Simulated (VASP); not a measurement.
Crystal: Si4WC.

```
Si W C
1.0
     0.00000    3.39875    3.39875
     3.39875    0.00000    3.39875
     3.39875    3.39875    0.00000
Si W C
4 1 1
Direct
  0.37500 0.87500 0.37500
  0.37500 0.37500 0.87500
  0.37500 0.37500 0.37500
  0.87500 0.37500 0.37500
  0.00000 0.00000 0.00000
  0.75000 0.75000 0.75000
```

```yaml
Program: VASP 6.6.1
Task: relaxation of cell and atoms
Functional: PBE
Potentials_or_basis: VASP PAW PBE potentials, release 64 (Si, W_sv, C)
Cutoff: 600 eV
k_mesh: 10 × 10 × 10
Occupations: gaussian, width 0.1 eV
Spin: no spin polarisation
```

At the start: pressure -0.4 GPa; volume 13.09 Å³/atom.

Q: How do energy, volume and symmetry change on relaxing?

A: Over 9 steps the energy falls by 3.1 meV/atom and the volume is 13.04 Å³/atom (-0.3 %); space group F-43m (No. 216, to 0.1 Å) before and after.

The path:
```csv
step,energy change (eV),largest force (eV/Å),pressure (GPa),volume (Å³)
1,0.0000,0.6065,-0.40,78.52
2,-0.0013,0.6030,0.26,78.15
3,-0.0185,0.0025,-0.16,78.33
4,-0.0185,0.0144,-0.17,78.33
5,-0.0185,0.0116,0.14,78.18
6,-0.0186,0.0131,0.01,78.25
7,-0.0186,0.0128,-0.02,78.25
8,-0.0186,0.0134,0.02,78.25
9,-0.0186,0.0096,0.00,78.25
```

Final structure:
```cif
data_structure
_symmetry_space_group_name_H-M 'P 1'
_symmetry_Int_Tables_number 1
_cell_length_a 4.8010
_cell_length_b 4.8010
_cell_length_c 4.8010
_cell_angle_alpha 60.000
_cell_angle_beta 60.000
_cell_angle_gamma 60.000
_cell_volume 78.25
loop_
_atom_site_label
_atom_site_type_symbol
_atom_site_fract_x
_atom_site_fract_y
_atom_site_fract_z
_atom_site_occupancy
Si1 Si 0.37625 0.87126 0.37625 1
Si2 Si 0.37625 0.37625 0.87126 1
Si3 Si 0.37625 0.37625 0.37625 1
Si4 Si 0.87126 0.37625 0.37625 1
W1 W 0.00000 0.00000 0.00000 1
C1 C 0.75000 0.75000 0.75000 1
```
